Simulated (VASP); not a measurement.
A run of VASP 6.6.1 is set up as follows.

Contents of INCAR:

```
PREC = Accurate
ENCUT = 520
EDIFF = 1E-6
ISMEAR = 0
SIGMA = 0.15
LREAL = F
LASPH = T
NELM = 60
ALGO = Fast
ISIF = 2
LWAVE = F
LCHARG = F
GGA = PE
NBANDS = 14
```

KPOINTS

```
regular mesh
0
Gamma
  20 20 20
```

File POSCAR:

```
AlNi
1.0
    2.8207564398      0.0000000000      0.0000000000
    0.0000000000      2.8207564398      0.0000000000
    0.0000000000      0.0000000000      2.9654106162
Al Ni
1 1
Direct
    0.0000000000      0.0000000000      0.0000000000
    0.5000000000      0.5000000000      0.5000000000
```

Potentials or basis: VASP PAW PBE potentials, release 64 (Al, Ni).

Launch:

```bash
$ cat potpaw_PBE.64/Al/POTCAR potpaw_PBE.64/Ni/POTCAR > POTCAR
$ mpirun -np 1 vasp_std > vasp.out
```

(1) Estimate the band gap on the k mesh.

(2) Estimate the pressure.

## Answers

(1) zero (an odd number of electrons rules out a gap without spin polarisation).

(2) 4.3 GPa.

Caveat: the cell differs from its parent crystal (strain -0.025 along x and y, +0.025 along z); the cell stands under pressure.
